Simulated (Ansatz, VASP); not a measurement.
CsSnI3 in VASP and in Ansatz

Contents of POSCAR:

```
CsSnI3
1.0
    6.1166608907      0.0000000000      0.0000000000
    0.0000000000      6.1166608907      0.0000000000
    0.0000000000      0.0000000000      6.2753435978
Cs Sn I
1 1 3
Direct
    0.0000000000      0.0000000000      0.0000000000
    0.5000000000      0.5000000000      0.5000000000
    0.5000000000      0.5000000000      0.0000000000
    0.5000000000      0.0000000000      0.5000000000
    0.0000000000      0.5000000000      0.5000000000
```

File INCAR.step1:

```
SYSTEM = CsSnI3
  ALGO = Normal
  EDIFF = 1E-4
  ENCUT = 520
  GGA = PE
  ISMEAR = -1
  LASPH = .TRUE.
  LCHARG = .FALSE.
  LREAL = .FALSE.
  LWAVE = .TRUE.
  NBANDS = 30
  NELM = 100
  PREC = Accurate
  SIGMA = 0.02
```

File INCAR.step2:

```
SYSTEM = CsSnI3
  ALGO = Normal
  EDIFF = 1E-6
  ENCUT = 520
  ISIF = 2
  ISMEAR = -1
  ISTART = 1
  LASPH = .TRUE.
  LCHARG = .FALSE.
  LMIXTAU = .TRUE.
  LREAL = .FALSE.
  LWAVE = .FALSE.
  METAGGA = R2SCAN
  NBANDS = 30
  NELM = 100
  PREC = Accurate
  SIGMA = 0.02
```

The input KPOINTS:

```
k-points
0
G
  4 4 4
  0 0 0
```

Input for Ansatz:

```yaml
crystal:
  lattice:
    - [6.1166608907, 0.0, 0.0]
    - [0.0, 6.1166608907, 0.0]
    - [0.0, 0.0, 6.2753435978]
  atoms:
    - { symbol: Cs, position: [0.0, 0.0, 0.0] }
    - { symbol: Sn, position: [0.5, 0.5, 0.5] }
    - { symbol: I, position: [0.5, 0.5, 0.0] }
    - { symbol: I, position: [0.5, 0.0, 0.5] }
    - { symbol: I, position: [0.0, 0.5, 0.5] }
kpoints:
  mp_grid: { grid: [4, 4, 4] }
  band_path:
    path: [[0.0, 0.0, 0.0], [0.0, 0.5, 0.0], [0.5, 0.5, 0.0], [0.5, 0.5, 0.5]]
    npoints: 1
hamiltonian:
  xc: r2scan
scf:
  occupations: { method: fermi_dirac, width: 0.02 }
  n_extra_bands: 5
output:
  forces: true
  stress: true
  eigenvalues: true
```

Change from the starting cell: epitaxial_xy strain -2.0%.

Alike in both runs: task single point; functional r2SCAN; k mesh 4 × 4 × 4; occupations fermi-dirac, width 0.02 eV; no spin polarisation.

```csv
,VASP,Ansatz
version,VASP 6.6.1,Ansatz 0.2.0
potentials or method,"VASP PAW PBE potentials, release 64 (Cs_sv, Sn_d, I)","plane waves, PAW"
plane-wave cutoff (eV),520,500
valence electrons in the cell,44,74
```

|  | VASP | Ansatz | Ansatz less VASP |
| --- | --- | --- | --- |
| pressure (GPa) | 0.7 | 0.7 | +0.01 |
| traceless stress, the component that is largest in VASP (GPa) | -0.70 | -0.70 | 0.000 |

VASP's potentials were made for PBE, not for r2SCAN. The functional is the same, so the differences come from potentials, cutoffs and numerics. VASP's potentials hold 44 valence electrons a cell and Ansatz's 74, so a difference there can come from the potentials and not from the codes.

Neither program's run includes spin-orbit coupling.
